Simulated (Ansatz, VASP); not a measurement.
One calculation of ScIn3SbP, two programs

INCAR

```
PREC = Accurate
ENCUT = 520
EDIFF = 1E-6
ISMEAR = 0
SIGMA = 0.1
LREAL = F
LASPH = T
NELM = 60
ALGO = Normal
ISIF = 2
LWAVE = F
LCHARG = T
GGA = PE
LELF = T
LVHAR = T
NBANDS = 39
```

The input KPOINTS:

```
regular mesh
0
Gamma
  4 4 2
```

The input POSCAR:

```
ScIn3SbP
1.0
    4.3637002500      0.0000000000      0.0000000000
    0.0000000000      4.3637002500      0.0000000000
    0.0000000000      0.0000000000      8.8539714000
Sc In Sb P
1 3 1 1
Direct
    0.0000000000      0.0000000000      0.5000000000
    0.0000000000      0.0000000000      0.7699961900
    0.0000000000      0.0000000000      0.2300038100
    0.5000000000      0.5000000000      0.5000000000
    0.0000000000      0.0000000000      0.0000000000
    0.5000000000      0.5000000000      0.0000000000
```

Input for Ansatz:

```yaml
crystal:
  lattice:
    - [4.36370025, 0.0, 0.0]
    - [0.0, 4.36370025, 0.0]
    - [0.0, 0.0, 8.8539714]
  atoms:
    - { symbol: Sc, position: [0.0, 0.0, 0.5] }
    - { symbol: In, position: [0.0, 0.0, 0.76999619] }
    - { symbol: In, position: [0.0, 0.0, 0.23000381] }
    - { symbol: In, position: [0.5, 0.5, 0.5] }
    - { symbol: Sb, position: [0.0, 0.0, 0.0] }
    - { symbol: P, position: [0.5, 0.5, 0.0] }
basis:
  ecutwfc: 420
kpoints:
  mp_grid: { grid: [4, 4, 2] }
hamiltonian:
  xc: pbe
scf:
  occupations: { method: gaussian, width: 0.1 }
  lower_state_search: "off"
output:
  forces: true
  stress: true
  eigenvalues: true
```

Alike in both runs: task single point; functional PBE; k mesh 4 × 4 × 2; occupations gaussian, width 0.1 eV; no spin polarisation.

```csv
,VASP,Ansatz
version,VASP 6.6.1,Ansatz 0.2.0
potentials or method,"VASP PAW PBE potentials, release 64 (Sc_sv, In_d, Sb, P), cutoff 520 eV","scalar-relativistic, plane waves, PAW"
valence electrons in the cell,60,70
```

```tsv
	VASP	Ansatz	Ansatz less VASP
gap on the k mesh at the Fermi level (eV)	none	none	-
rms of the force components (eV/Å)	4.771	4.893	+0.1226
```

Atom by atom the forces differ by 0.123 eV/Å (rms over components). A gap of «none» marks a metal or a gap that the smearing closes. VASP's potentials hold 60 valence electrons a cell and Ansatz's 70, so a difference there can come from the potentials and not from the codes.

Spin-orbit coupling is off throughout.
